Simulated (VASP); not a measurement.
Cs:

```
Cs
1.0
    -3.12847    3.12847    3.12847
     3.12847   -3.12847    3.12847
     3.12847    3.12847   -3.12847
Cs
1
Direct
  0.00000 0.00000 0.00000
```

| Quantity | Value |
| --- | --- |
| Program | VASP 6.6.1 |
| Task | relaxation of cell and atoms |
| Functional | RPBE |
| Potentials or basis | VASP PAW PBE potentials, release 64 (Cs_sv) |
| Cutoff | 600 eV |
| k mesh | 6 × 6 × 6 |
| Occupations | fermi-dirac, width 0.05 eV |
| Spin | no spin polarisation |

At the start: pressure 0.1 GPa; volume 122.48 Å³/atom.

Problem. Where does the relaxation end?

Solution. Over 3 steps the energy falls by 3.9 meV/atom and the volume is 130.47 Å³/atom (+6.5 %); space group Im-3m (No. 229, to 0.05 Å).

Step by step:
```csv
step,energy change (eV),largest force (eV/Å),pressure (GPa),volume (Å³)
1,0.0000,0.0000,0.14,122.48
2,-0.0015,0.0000,0.11,124.44
3,-0.0039,0.0000,0.02,130.47
```

Final structure:
```cif
data_structure
_symmetry_space_group_name_H-M 'P 1'
_symmetry_Int_Tables_number 1
_cell_length_a 5.5341
_cell_length_b 5.5341
_cell_length_c 5.5341
_cell_angle_alpha 109.471
_cell_angle_beta 109.471
_cell_angle_gamma 109.471
_cell_volume 130.47
loop_
_atom_site_label
_atom_site_type_symbol
_atom_site_fract_x
_atom_site_fract_y
_atom_site_fract_z
_atom_site_occupancy
Cs1 Cs 0.00000 0.00000 0.00000 1
```

Caveat: the PAW data sets were made with another functional, which shifts forces and pressure a little.
